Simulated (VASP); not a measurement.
# MgCd2O3 in VASP: further runs

Runs on MgCd2O3. Level: PBE. Tasks: single point.

Everything below comes from runs of VASP 6.6.1. Logs are shortened: lines on timing, memory, paths and dates and some standing lists are left out, and cuts for length are marked.

**1. The cell of the first run**

The typed cell holds 12 atoms: a = 3.242 Å, b = 5.605 Å, c = 8.087 Å, α = 90.03°, β = 89.99°, γ = 90.01°.

**2. Single point, PBE**

File INCAR:

```
SYSTEM = MgCd2O3
  ALGO = Normal
  EDIFF = 1E-6
  ENCUT = 840
  GGA = PE
  GGA_COMPAT = .FALSE.
  ISIF = 2
  ISMEAR = 0
  LASPH = .TRUE.
  LCHARG = .FALSE.
  LREAL = .FALSE.
  LWAVE = .FALSE.
  NBANDS = 80
  NELM = 120
  PREC = Accurate
  SIGMA = 0.1
```

File KPOINTS:

```
k-points
0
G
  4 4 2
  0 0 0
```

File POSCAR:

```
MgCd2O3
1.0
    3.2416220948     -0.0003257779      0.0003127671
   -0.0007047573      5.6050381182     -0.0016704725
    0.0007293425     -0.0023400773      8.0867171820
Mg Cd O
2 4 6
Direct
    0.0000054976     -0.0000022970      0.0000071413
    0.5000732380      0.5000016388      1.0000053414
    0.5000872139      0.1666422393      0.3232246486
    1.0001088786      0.6666519899      0.3232191311
   -0.0000620851      0.3333551122      0.6767867938
    0.4999235025      0.8333509650      0.6767763604
    0.4998981964      0.1666150067      0.8585823934
    0.9998889951      0.6666220152      0.8585826866
    0.0000463061      0.3333727028      0.1414024146
    0.5000325469      0.8333816090      0.1414112839
   -0.0000044971      0.0000140101      0.5000076721
    0.5000022072      0.4999950082      0.4999941328
```

Potentials or basis: VASP PAW PBE potentials, release 64 (Mg_sv, Cd_sv_GW, O).

Run with:

```
> cat potpaw_PBE.64/Mg_sv/POTCAR potpaw_PBE.64/Cd_sv_GW/POTCAR potpaw_PBE.64/O/POTCAR > POTCAR
> mpirun -np 1 vasp_std > vasp.out
```

OUTCAR:

```text
SYSTEM = MgCd2O3
   EDIFF = 1E-6
   ENCUT = 840
   GGA = PE
   ISIF = 2
   ISMEAR = 0
   LASPH = .TRUE.
   LREAL = .FALSE.
   NELM = 120
   PREC = Accurate

 ion  position               nearest neighbor table
   1  0.000  1.000  0.000-
   2  0.500  0.500  0.000-
   3  0.500  0.167  0.323-
   4  0.000  0.667  0.323-
   5  1.000  0.333  0.677-
   6  0.500  0.833  0.677-
   7  0.500  0.167  0.859-
   8  1.000  0.667  0.859-
   9  0.000  0.333  0.141-
  10  0.500  0.833  0.141-
  11  1.000  0.000  0.500-
  12  0.500  0.500  0.500-

  LATTYP: Found a triclinic cell.
 ALAT       =     8.5692746090
 B/A-ratio  =     0.3782843093
 C/A-ratio  =     1.1478888637
 COS(alpha) =     0.0000245621
 COS(beta)  =     0.3724111495
 COS(gamma) =     0.7564206228

  Lattice vectors:

 A1 = (  -6.4825394323,  -5.6043865624,   0.0010449383)
 A2 = (  -3.2416220948,   0.0003257779,  -0.0003127671)
 A3 = (  -0.0000245852,  -5.6026980409,  -8.0850467095)

Analysis of symmetry for initial positions (statically):
=====================================================================
 Subroutine PRICEL returns:
 Original cell was already a primitive cell.

 Routine SETGRP: Setting up the symmetry group for a
 triclinic supercell.

 Subroutine GETGRP returns: Found  1 space group operations
 (whereof  1 operations were pure point group operations)
 out of a pool of  2 trial point group operations.

The static configuration has the point symmetry C_1 .

Analysis of symmetry for dynamics (positions and initial velocities):
=====================================================================
 Subroutine PRICEL returns:
 Original cell was already a primitive cell.

 Routine SETGRP: Setting up the symmetry group for a
 triclinic supercell.

 Subroutine GETGRP returns: Found  1 space group operations
 (whereof  1 operations were pure point group operations)
 out of a pool of  2 trial point group operations.

The dynamic configuration has the point symmetry C_1 .

 Subroutine INISYM returns: Found  1 space group operations
 (whereof  1 operations are pure point group operations),
 and found     1 'primitive' translations

----------------------------------------------------------------------------------------

                                     Primitive cell

  volume of cell :     146.9309

  direct lattice vectors                    reciprocal lattice vectors
     3.241622095 -0.000325778  0.000312767     0.308487539  0.000038780 -0.000027811
    -0.000704757  5.605038118 -0.001670473     0.000017925  0.178410936  0.000051626
     0.000729342 -0.002340077  8.086717182    -0.000011928  0.000036853  0.123659586

  length of vectors
     3.241622126  5.605038411  8.086717553     0.308487542  0.178410945  0.123659592

  position of ions in fractional coordinates (direct lattice)
     0.000005498  0.999997703  0.000007141
     0.500073238  0.500001639  0.000005341
     0.500087214  0.166642239  0.323224649
     0.000108879  0.666651990  0.323219131
     0.999937915  0.333355112  0.676786794
     0.499923503  0.833350965  0.676776360
     0.499898196  0.166615007  0.858582393
     0.999888995  0.666622015  0.858582687
     0.000046306  0.333372703  0.141402415
     0.500032547  0.833381609  0.141411284
     0.999995503  0.000014010  0.500007672
     0.500002207  0.499995008  0.499994133

  ion indices of the primitive-cell ions
   primitive index   ion index
                 1           1
                 2           2
                 3           3
                 4           4
                 5           5
                 6           6
                 7           7
                 8           8
                 9           9
                10          10
                11          11
                12          12

----------------------------------------------------------------------------------------

 KPOINTS: k-points

Automatic generation of k-mesh.
 Grid dimensions read from file:
 generate k-points for:    4    4    2

 Generating k-lattice:

  Cartesian coordinates                     Fractional coordinates (reciprocal lattice)
     0.077121885  0.000009695 -0.000006953     0.250000000 -0.000000000  0.000000000
     0.000004481  0.044602734  0.000012906    -0.000000000  0.250000000 -0.000000000
    -0.000005964  0.000018426  0.061829793     0.000000000  0.000000000  0.500000000

  Length of vectors
     0.077121886  0.044602736  0.061829796

  Shift w.r.t. Gamma in fractional coordinates (k-lattice)
     0.000000000  0.000000000  0.000000000

 Subroutine IBZKPT returns following result:
 ===========================================

 Found     20 irreducible k-points:

 Following reciprocal coordinates:
            Coordinates               Weight
  0.000000  0.000000  0.000000      1.000000
  0.250000 -0.000000  0.000000      2.000000
  0.500000 -0.000000  0.000000      1.000000
  0.000000  0.250000  0.000000      2.000000
  0.250000  0.250000  0.000000      2.000000
  0.500000  0.250000 -0.000000      2.000000
[... 12 lines left out ...]
  0.250000  0.500000  0.500000      2.000000
  0.500000  0.500000  0.500000      1.000000
   k-points           NKPTS =     20   k-points in BZ     NKDIM =     20   number of bands    NBANDS=     80
   number of dos      NEDOS =    301   number of ions     NIONS =     12
   total plane-waves  NPLWV = 138240
   dimension x,y,z NGX =    32 NGY =   54 NGZ =   80
   dimension x,y,z NGXF=    64 NGYF=  108 NGZF=  160
   ions per type =               2   4   6
   NGX,Y,Z   is equivalent  to a cutoff of  16.41, 16.02, 16.45 a.u.
   NGXF,Y,Z  is equivalent  to a cutoff of  32.82, 32.03, 32.89 a.u.
 SYSTEM =  MgCd2O3
   PREC   = accura    normal or accurate (medium, high low for compatibility)
   ISTART =      0    job   : 0-new  1-cont  2-samecut
   ICHARG =      2    charge: 1-file 2-atom 10-const
   ISPIN  =      1    spin polarized calculation?
   LNONCOLLINEAR =      F non collinear calculations
   LSORBIT =      F    spin-orbit coupling
   LASPH  =      T    aspherical Exc in radial PAW
   ENCUT  =  840.0 eV  61.74 Ry    7.86 a.u.   7.66 13.25 19.11*2*pi/ulx,y,z
   NELM   =    120;   NELMIN=  2; NELMDL= -5     # of ELM steps
   EDIFF  = 0.1E-05   stopping-criterion for ELM
   LREAL  =      F    real-space projection
   EDIFFG = 0.1E-04   stopping-criterion for IOM
   NSW    =      0    number of steps for IOM
   IBRION =     -1    ionic relax: 0-MD 1-quasi-New 2-CG
   NFREE  =      0    steps in history (QN), initial steepest desc. (CG)
   ISIF   =      2    stress and relaxation
   ISYM   =      2    0-nonsym 1-usesym 2-fastsym
   POTIM  = 0.5000    time-step for ionic-motion
   TEBEG  =    0.0;   TEEND  =   0.0 temperature during run
   PSTRESS=    0.0 pullay stress
   NELECT =     136.0000    total number of electrons
   NUPDOWN=      -1.0000    fix difference up-down
   EMIN   =  10.00;   EMAX   =-10.00  energy-range for DOS
   EFERMI =   0.00;   METHOD = LEGACY
   ISMEAR =     0;   SIGMA  =   0.10  broadening in eV -4-tet -1-fermi 0-gaus
   EFERMI_NEDOS =   21; number of points for ismear=-14 and -15
   IALGO  =     38    algorithm
   IMIX   =      4    mixing-type and parameters
     AMIX     =   0.40;   BMIX     =  1.00
     AMIX_MAG =   1.60;   BMIX_MAG =  1.00
  volume/ion in A,a.u.               =      12.24        82.63
  Fermi-wavevector in a.u.,A,eV,Ry     =   1.595451  3.014965 34.633130  2.545463
  Thomas-Fermi vector in A             =   2.693367
   LORBIT       =      0    0 simple, 1 ext, 2 COOP (PROOUT), +10 PAW based schemes
   GGA     = PE    functional components
   LHFCALC =     F    Hartree Fock is set to
   AEXX    =    0.0000 exact exchange contribution
   IVDW    =     0    specifies the selected vdW correction
   LEPSILON=     F    determine dielectric tensor
   LRPA    =     F    only Hartree local field effects (RPA)
 non-spin polarized calculation
 Gauss-broadening in eV      SIGMA  =   0.10
  energy-cutoff  :      840.00
  volume of cell :      146.93
 maximum number of plane-waves:      8179
 NGX is ok and might be reduce to    32
   NGX = 15   NGY = 27   NGZ = 39

 number of electron     136.0000024 magnetization

 Free energy of the ion-electron system (eV)
  ---------------------------------------------------
  ext. energy  EPLUGINS =         0.00000000
  ---------------------------------------------------
  free energy    TOTEN  =       -54.52950223 eV

  energy without entropy =      -54.52950121  energy(sigma->0) =      -54.52950172

 E-fermi :   4.3662     XC(G=0): -11.5565

 val. band max:        4.0560549770   @ k =  -0.0000   0.0000   0.5000
 cond. band min:       4.6524232181   @ k =   0.0000   0.0000   0.0000
 fundamental gap:      0.5963682411
 Fermi energy:         4.3662399644

 k-point     1 :       0.0000    0.0000    0.0000
  band No.  band energies     occupation
      1     -96.2586      2.00000
      2     -96.2581      2.00000
      3     -96.2574      2.00000
      4     -96.2571      2.00000
      5     -69.0605      2.00000
      6     -69.0587      2.00000
[... 72 lines left out ...]
     79      14.4069      0.00000
     80      14.8194      0.00000

 k-point     2 :       0.2500   -0.0000    0.0000
  band No.  band energies     occupation
      1     -96.2581      2.00000
      2     -96.2577      2.00000
      3     -96.2573      2.00000
      4     -96.2570      2.00000
      5     -69.0598      2.00000
      6     -69.0585      2.00000
[... 72 lines left out ...]
     79      14.3164      0.00000
     80      14.4790      0.00000
[... 1409 lines left out ...]
     79      13.8720      0.00000
     80      13.8729      0.00000

 k-point    20 :       0.5000    0.5000    0.5000
  band No.  band energies     occupation
      1     -96.2575      2.00000
      2     -96.2574      2.00000
      3     -96.2571      2.00000
      4     -96.2570      2.00000
      5     -69.0587      2.00000
      6     -69.0587      2.00000
[... 72 lines left out ...]
     79      14.3651      0.00000
     80      14.3787      0.00000

------------------------ aborting loop because EDIFF is reached ----------------------------------------

  FORCE on cell =-STRESS in cart. coord.  units (eV):
  Direction    XX          YY          ZZ          XY          YZ          ZX
  --------------------------------------------------------------------------------------
  -------------------------------------------------------------------------------------
  Total       -0.1748441     -0.1940755     -0.1888717      0.0089973     -0.0150298     -0.0083976
  in kB       -1.9065507     -2.1162553     -2.0595123      0.0981090     -0.1638895     -0.0915702
  external PRESSURE =      -2.0274394 kB  Pullay stress =       0.0000000 kB

 VOLUME and BASIS-vectors are now :
 -----------------------------------------------------------------------------
  energy-cutoff  :      840.00
  volume of cell :      146.93
      direct lattice vectors                 reciprocal lattice vectors
     3.241622095 -0.000325778  0.000312767     0.308487539  0.000038780 -0.000027811
    -0.000704757  5.605038118 -0.001670473     0.000017925  0.178410936  0.000051626
     0.000729342 -0.002340077  8.086717182    -0.000011928  0.000036853  0.123659586

 POSITION                                       TOTAL-FORCE (eV/Angst)
 -----------------------------------------------------------------------------------
     -0.00069      5.60503     -0.00161        -0.000252      0.000253     -0.000798
      1.62070      2.80237     -0.00064        -0.001196     -0.000294     -0.000535
      1.62121      0.93312      2.61370        -0.000575      0.000022      0.007310
      0.00012      3.73585      2.61267        -0.000833     -0.000676      0.007826
      3.24168      1.86656      5.47274         0.000183      0.000298     -0.007479
      1.62047      4.66922      5.47166         0.000242      0.000432     -0.007163
      1.62099      0.93171      6.94299         0.000966     -0.002414     -0.006822
      3.24142      3.73411      6.94231         0.001116     -0.002533     -0.006741
      0.00002      1.86824      1.14292        -0.000113      0.002763      0.007780
      1.62043      4.67064      1.14232         0.000034      0.002287      0.007289
      3.24197     -0.00142      4.04373         0.000170     -0.000505     -0.000533
      1.62083      2.80116      4.04263         0.000257      0.000368     -0.000134
 -----------------------------------------------------------------------------------
    total drift:                               -0.000053     -0.000015      0.000111

  FREE ENERGIE OF THE ION-ELECTRON SYSTEM (eV)
  ---------------------------------------------------
  free  energy   TOTEN  =       -54.5295022334 eV

  energy  without entropy=      -54.5295012125  energy(sigma->0) =      -54.52950172
```

Wall time 14 min (1 thread of Intel Xeon Platinum 8259CL at 2.50GHz (Skylake/Cascade Lake), shared host); peak memory 0.62 GiB.

What came out:

```yaml
Free_energy: -54.5295 eV
Pressure: -0.2 GPa
Largest_force: 0.008 eV/Å
Band_gap_on_the_k_mesh: 0.60 eV
```

Forces in eV/Å, atoms in the order of the input:
```
Mg   0.000  0.000 -0.001
Mg  -0.001  0.000 -0.001
Cd  -0.001  0.000  0.007
Cd  -0.001 -0.001  0.008
Cd   0.000  0.000 -0.007
Cd   0.000  0.000 -0.007
O    0.001 -0.002 -0.007
O    0.001 -0.003 -0.007
O    0.000  0.003  0.008
O    0.000  0.002  0.007
O    0.000 -0.001 -0.001
O    0.000  0.000  0.000
```

Levels at points of the mesh, in eV from the valence-band top:
| k point | band 66 | band 67 | band 68 | band 69 | band 70 | band 71 |
| --- | --- | --- | --- | --- | --- | --- |
| (0.00, 0.00, 0.00) | -0.35 | 0.00 | 0.00 | 0.60 | 4.32 | 4.63 |
| (0.50, 0.00, 0.00) | -0.89 | -0.10 | -0.10 | 5.31 | 5.31 | 5.54 |
| (0.00, 0.50, 0.00) | -0.32 | -0.22 | -0.22 | 3.14 | 3.14 | 4.96 |
| (0.50, 0.50, 0.00) | -0.66 | -0.34 | -0.34 | 4.62 | 4.62 | 5.56 |
| (0.00, 0.00, 0.50) | -0.13 | -0.12 | 0.00 | 2.02 | 2.84 | 4.80 |
| (0.50, 0.00, 0.50) | -0.69 | -0.58 | -0.58 | 5.26 | 5.26 | 5.63 |
| (0.00, 0.50, 0.50) | -0.61 | -0.16 | -0.16 | 3.43 | 3.43 | 4.49 |
| (0.50, 0.50, 0.50) | -0.11 | 0.00 | 0.00 | 4.80 | 4.80 | 5.07 |

Caveat: the k points lie up to 0.48 Å⁻¹ apart; semilocal functionals underestimate gaps, and a narrow one can read as zero.

(Continued in part 2 of 2.)
